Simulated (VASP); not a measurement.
Crystal: MgI2.

```xyz
3
Lattice="0.0000 3.4250 3.4250 3.4250 0.0000 3.4250 3.4250 3.4250 0.0000" Properties=species:S:1:pos:R:3 pbc="T T T"
Mg    0.0000    0.0000    0.0000
I     1.7125    1.7125    1.7125
I     5.1376    5.1376    5.1376
```

```yaml
Program: VASP 6.6.1
Task: relaxation of cell and atoms
Functional: PBE
Potentials_or_basis: VASP PAW PBE potentials, release 64 (Mg, I)
Cutoff: 600 eV
k_mesh: 6 × 6 × 6
Occupations: fermi-dirac, width 0.02 eV
Spin: no spin polarisation
```

At the start: pressure 15.3 GPa; volume 26.79 Å³/atom.

Question: How do energy, volume and symmetry change on relaxing?

Answer: Over 4 steps the energy falls by 324.4 meV/atom and the volume is 35.54 Å³/atom (+32.7 %); space group Fm-3m (No. 225, to 0.1 Å) before and after.

The path:
```
step  energy change (eV)  largest force (eV/Å)  pressure (GPa)  volume (Å³)
   1              0.0000                0.0000           15.29        80.36
   2             -0.9329                0.0000           -1.64       113.91
   3             -0.9729                0.0000            0.15       105.99
   4             -0.9732                0.0000           -0.02       106.61
```

Final structure:
```yaml
crystal:
  lattice:
    - [0.00000, 3.76342, 3.76342]
    - [3.76342, 0.00000, 3.76342]
    - [3.76342, 3.76342, 0.00000]
  atoms:
    - { symbol: Mg, position: [0.00000, 0.00000, 0.00000] }
    - { symbol: I, position: [0.25000, 0.25000, 0.25000] }
    - { symbol: I, position: [0.75000, 0.75000, 0.75000] }
```

Caveat: the volume moved by over 15 % at a fixed basis, so the end points are rough.
